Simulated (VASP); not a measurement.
Set up this calculation in VASP 6.6.1, as the native input.

```yaml
Task: single point
Functional: PBEsol
Potentials_or_basis: VASP PAW PBE potentials, release 64 (Sr_sv, O)
Cutoff: 520 eV
k_mesh: 9 × 9 × 5
Occupations: fermi-dirac, width 0.05 eV
Spin: no spin polarisation
Dipole_correction: no
Further_INCAR_settings: ALGO = Normal; EDIFF = 1e-06; NBANDS = 24
```

The structure of SrO lies in POSCAR:

```
SrO
1.0
    3.6000472431      0.0000000000      0.0000000000
   -1.8000236215      3.1177323673      0.0000000000
    0.0000000000      0.0000000000      6.2991199937
Sr O
2 2
Direct
    0.6666666667      0.3333333333      0.7500000000
    0.3333333333      0.6666666667      0.2500000000
    0.0000000000      0.0000000000      0.5000000000
    0.0000000000      0.0000000000      0.0000000000
```

These files were run (other wordings do the same):

INCAR

```
  PREC = Accurate
  ENCUT = 520
  EDIFF = 1E-6
  ISMEAR = -1
  SIGMA = 0.05
  LREAL = F
  LASPH = T
  NELM = 100
  ALGO = Normal
  ISIF = 2
  LWAVE = F
  LCHARG = T
  GGA = PS
  LELF = T
  LVHAR = T
  NBANDS = 24
```

KPOINTS

```
Automatic mesh
0
Gamma
  9 9 5
```

Potentials or basis: VASP PAW PBE potentials, release 64 (Sr_sv, O).

Launch:

```console
$ cat potpaw_PBE.64/Sr_sv/POTCAR potpaw_PBE.64/O/POTCAR > POTCAR
$ mpirun -np 1 vasp_std > vasp.out
```

Results of the run:

- Pressure: -4.8 GPa
- Band gap on the k mesh: 2.71 eV

Caveat: the cell stands under tension; the PAW data sets were made with another functional, which shifts forces and pressure a little.

Run time: 100 s on 1 thread of Intel Xeon 8259CL, on a shared host, peak memory 0.21 GiB.
